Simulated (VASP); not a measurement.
Input of a VASP 6.6.1 run:

Contents of INCAR:

```
SYSTEM = Cd
  ALGO = Normal
  EDIFF = 1E-6
  ENCUT = 520
  GGA = PE
  ISIF = 2
  ISMEAR = -1
  LASPH = .TRUE.
  LCHARG = .FALSE.
  LREAL = .FALSE.
  LWAVE = .FALSE.
  NBANDS = 12
  NELM = 60
  PREC = Accurate
  SIGMA = 0.05
```

KPOINTS

```
k-points
0
G
  16 16 16
  0 0 0
```

File POSCAR:

```
Cd
1.0
   -1.8001514411      1.8001514411      1.8001514411
    1.8001514411     -1.8001514411      1.8001514411
    1.8001514411      1.8001514411     -1.8001514411
Cd
1
Direct
    0.0000000000      0.0000000000      0.0000000000
```

Potentials or basis: VASP PAW PBE potentials, release 64 (Cd).

Run with:

```sh
$ cat potpaw_PBE.64/Cd/POTCAR > POTCAR
$ mpirun -np 1 vasp_std > vasp.out
```

What does it give for the pressure?

0.2 GPa.

Estimate the band gap on the k mesh.

zero (band 6 reaches 5.82 eV, above the bottom of band 7 at 1.42 eV).
